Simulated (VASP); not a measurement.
Crystal: Be3CdS4.

```
Be S Cd
1.0
    -2.35767    2.35767    4.71534
     2.35767   -2.35767    4.71534
     2.35767    2.35767   -4.71534
Be S Cd
3 4 1
Cartesian
  0.0000 2.3577 2.3577
  0.0000 0.0000 4.7153
  2.3577 0.0000 2.3577
  1.1788 -1.1788 3.5365
  1.1788 1.1788 5.8942
  -1.1788 1.1788 3.5365
  1.1788 1.1788 1.1788
  0.0000 0.0000 0.0000
```

```yaml
Program: VASP 6.6.1
Task: relaxation of cell and atoms
Functional: PBE
Potentials_or_basis: VASP PAW PBE potentials, release 64 (Be, S, Cd)
Cutoff: 600 eV
k_mesh: 8 × 8 × 8
Occupations: fermi-dirac, width 0.02 eV
Spin: no spin polarisation
```

At the start: pressure 51.0 GPa; volume 13.11 Å³/atom.

Task: How do energy, volume and symmetry change on relaxing?

Result: Over 14 steps the energy falls by 873.9 meV/atom and the volume is 16.92 Å³/atom (+29.1 %); space group I-42m (No. 121, to 0.1 Å) before and after.

Step by step:
| step | energy change (eV) | largest force (eV/Å) | pressure (GPa) | volume (Å³) |
| --- | --- | --- | --- | --- |
| 1 | 0.0000 | 9.1151 | 50.98 | 104.84 |
| 2 | -3.6599 | 1.4623 | -12.55 | 181.70 |
| 3 | -6.9525 | 0.3007 | -1.85 | 138.55 |
| 4 | -6.9677 | 0.2559 | -1.12 | 137.30 |
| 5 | -6.9741 | 0.2509 | -0.16 | 135.79 |
| 6 | -6.9729 | 0.2448 | -0.60 | 136.46 |
| 7 | -6.9849 | 0.1187 | -0.37 | 136.01 |
| 8 | -6.9893 | 0.0670 | -0.13 | 135.54 |
| 9 | -6.9907 | 0.0195 | 0.07 | 135.25 |
| 10 | -6.9909 | 0.0086 | 0.17 | 135.11 |
| 11 | -6.9912 | 0.0107 | -0.03 | 135.43 |
| 12 | -6.9912 | 0.0109 | -0.04 | 135.45 |
| 13 | -6.9913 | 0.0054 | -0.02 | 135.40 |
| 14 | -6.9913 | 0.0020 | -0.01 | 135.37 |

Final structure:
```cif
data_structure
_symmetry_space_group_name_H-M 'P 1'
_symmetry_Int_Tables_number 1
_cell_length_a 6.2472
_cell_length_b 6.2472
_cell_length_c 6.2472
_cell_angle_alpha 131.123
_cell_angle_beta 131.123
_cell_angle_gamma 71.618
_cell_volume 135.37
loop_
_atom_site_label
_atom_site_type_symbol
_atom_site_fract_x
_atom_site_fract_y
_atom_site_fract_z
_atom_site_occupancy
Be1 Be 0.75000 0.25000 0.50000 1
Be2 Be 0.50000 0.50000 0.00000 1
Be3 Be 0.25000 0.75000 0.50000 1
S1 S 0.14333 0.58049 0.00000 1
S2 S 0.85667 0.85667 0.43716 1
S3 S 0.58049 0.14333 0.00000 1
S4 S 0.41951 0.41951 0.56284 1
Cd1 Cd 0.00000 0.00000 0.00000 1
```

Caveat: the volume moved by over 15 % at a fixed basis, so the end points are rough.
